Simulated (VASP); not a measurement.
Crystal: TiSnS4.

```
Ti Sn S
1.0
     3.54000    0.00000    0.00000
    -1.77000    3.06573    0.00000
     0.00000    0.00000   11.90000
Ti Sn S
1 1 4
Direct
  0.00000 0.00000 0.00000
  0.00000 0.00000 0.50000
  0.33333 0.66667 0.12000
  0.66667 0.33333 0.88000
  0.66667 0.33333 0.37500
  0.33333 0.66667 0.62500
```

```yaml
Program: VASP 6.6.1
Task: relaxation of cell and atoms
Functional: PBE
Potentials_or_basis: VASP PAW PBE potentials, release 64 (Ti_sv, Sn_d, S)
Cutoff: 600 eV
k_mesh: 4 × 4 × 1
Occupations: gaussian, width 0.15 eV
Spin: collinear spin
Starting_moments: "[1.0, 0.0, 0.0, 0.0, 0.0, 0.0] μB"
```

At the start: pressure 1.7 GPa; volume 21.52 Å³/atom.

Problem. Where does the relaxation end?

Solution. Over 16 steps the energy falls by 23.2 meV/atom and the volume is 24.32 Å³/atom (+13.0 %); space group P-3m1 (No. 164, to 0.1 Å) before and after; moment 0.00 μB per cell.

The path:
```tsv
step	energy change (eV)	largest force (eV/Å)	pressure (GPa)	volume (Å³)
1	0.0000	0.6982	1.67	129.15
2	-0.0675	0.6222	-0.95	133.38
3	-0.0689	0.6112	-1.30	134.06
4	-0.1024	0.0735	0.29	132.92
5	-0.1025	0.0776	0.22	132.97
6	-0.1055	0.1011	0.14	133.50
7	-0.1124	0.1692	-0.05	135.07
8	-0.1183	0.3018	-0.35	138.21
9	-0.1204	0.2738	-0.26	138.36
10	-0.1252	0.1896	0.11	138.82
11	-0.1280	0.2094	0.87	139.71
12	-0.1299	0.1904	0.83	140.25
13	-0.1342	0.1356	0.69	141.88
14	-0.1371	0.1617	0.47	145.15
15	-0.1390	0.0809	0.13	145.63
16	-0.1393	0.0436	-0.06	145.94
```

Final structure:
```yaml
crystal:
  lattice:
    - [3.59794, 0.00000, 0.00000]
    - [-1.79897, 3.11591, 0.00000]
    - [0.00000, 0.00000, 13.01790]
  atoms:
    - { symbol: Ti, position: [0.00000, 0.00000, 0.00000] }
    - { symbol: Sn, position: [0.00000, 0.00000, 0.50000] }
    - { symbol: S, position: [0.33333, 0.66667, 0.10307] }
    - { symbol: S, position: [0.66667, 0.33333, 0.89693] }
    - { symbol: S, position: [0.66667, 0.33333, 0.38422] }
    - { symbol: S, position: [0.33333, 0.66667, 0.61578] }
```

Caveat: the k points lie up to 0.50 Å⁻¹ apart in the final cell; this functional lacks dispersion, which binds layers or chains, so the pressure and a relaxed spacing across them are unreliable; the relaxation stopped at a loose force limit of 0.08 eV/Å, so its end isn't a converged minimum.
